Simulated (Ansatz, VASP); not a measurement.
One calculation of AlCu, two programs

```
Al Cu
1.0
     2.95600    0.00000    0.00000
     0.00000    2.95600    0.00000
     0.00000    0.00000    2.95600
Al Cu
1 1
Cartesian
  -0.0383 0.0000 0.0000
  1.4943 1.4780 1.4780
```

Change from the starting cell: mode 4 frozen in at -0.038 Å, equal normal strain along x, y and z +0.0000.

Alike in both runs: task single point; functional PBEsol; k mesh 16 × 16 × 16; occupations gaussian, width 0.15 eV; no spin polarisation.

|  | VASP | Ansatz |
| --- | --- | --- |
| version | VASP 6.6.1 | Ansatz 0.2.0 |
| potentials or method | VASP PAW PBE potentials, release 64 (Al, Cu), cutoff 520 eV | scalar-relativistic, plane waves, PAW |
| valence electrons in the cell | 14 | 22 |

Ansatz gave:

```
gap on the k mesh at the Fermi level (eV)                     : none
pressure (GPa)                                                : 0.2
traceless stress, the component that is largest in VASP (GPa) : -0.08
rms of the force components (eV/Å)                            : 0.141
```

Estimate VASP's values.

gap on the k mesh at the Fermi level (eV): none; pressure (GPa): 0.6; traceless stress, the component that is largest in VASP (GPa): -0.09; rms of the force components (eV/Å): 0.142.

VASP's potentials were made for PBE, not for PBEsol, and Ansatz warns of the same on its side. Atom by atom the forces differ by 0.001 eV/Å (rms over components). A gap of «none» marks a metal or a gap that the smearing closes. With one functional, cell and mesh, what is left measures potentials, basis and numerics. VASP's potentials hold 14 valence electrons a cell and Ansatz's 22, so a difference there can come from the potentials and not from the codes.
